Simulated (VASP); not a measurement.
Set up this calculation in VASP 6.6.1, as the native input.

```
Task                   : relaxation of cell and atoms
Functional             : PBEsol
Potentials or basis    : VASP PAW PBE potentials, release 64 (Mo_sv, S)
Cutoff                 : 600 eV
k mesh                 : 10 × 10 × 4
Occupations            : fermi-dirac, width 0.08 eV
Spin                   : no spin polarisation
Dipole correction      : no
Further INCAR settings : ALGO = Normal; EDIFF = 1e-06; IBRION = 2; EDIFFG = -0.002; NSW = 100; ISIF = 3
```

The structure of MoS2 lies in POSCAR:

```
MoS2
1.0
    3.1690000000      0.0000000000      0.0000000000
   -1.5845000000      2.7444345046      0.0000000000
    0.0000000000      0.0000000000     12.3240000000
Mo S
2 4
Direct
    0.3333333333      0.6666666667      0.2500000000
    0.6666666667      0.3333333333      0.7500000000
    0.3333333333      0.6666666667      0.6230000000
    0.6666666667      0.3333333333      0.1230000000
    0.3333333333      0.6666666667      0.8770000000
    0.6666666667      0.3333333333      0.3770000000
```

These files were run (other wordings do the same):

INCAR

```
  PREC = Accurate
  ENCUT = 600
  EDIFF = 1E-6
  ISMEAR = -1
  SIGMA = 0.08
  LREAL = F
  LASPH = T
  NELM = 60
  ALGO = Normal
  ISIF = 3
  LWAVE = F
  LCHARG = F
  GGA = PS
  IBRION = 2
  NSW = 100
  EDIFFG = -0.002
```

KPOINTS

```
regular mesh
0
Gamma
  10 10 4
```

Potentials or basis: VASP PAW PBE potentials, release 64 (Mo_sv, S).

The run is started by

```bash
$ cat potpaw_PBE.64/Mo_sv/POTCAR potpaw_PBE.64/S/POTCAR > POTCAR
$ mpirun -np 1 vasp_std > vasp.out
```

It gave:

```
Relaxed volume                        : 17.89 Å³/atom
Relaxed cell                          : a = 3.141 Å, b = 3.141 Å, c = 12.559 Å, α = 90.00°, β = 90.00°, γ = 120.00°
Space group after relaxing (to 0.1 Å) : P6_3/mmc (No. 194)
Energy gained by relaxing             : 4.4 meV/atom
Ionic steps                           : 22
Pressure after relaxing               : 0.0 GPa
Band gap on the k mesh                : 1.03 eV (least direct gap 1.96 eV)
```

Caveat: the PAW data sets were made with another functional, which shifts forces and pressure a little; this functional lacks dispersion, which binds layers or chains, so the pressure and a relaxed spacing across them are unreliable.

Wall time 15 min on 1 thread of Intel(R) Xeon(R) 6975P-C (Granite Rapids), with other jobs on the host, peak memory 0.37 GiB.
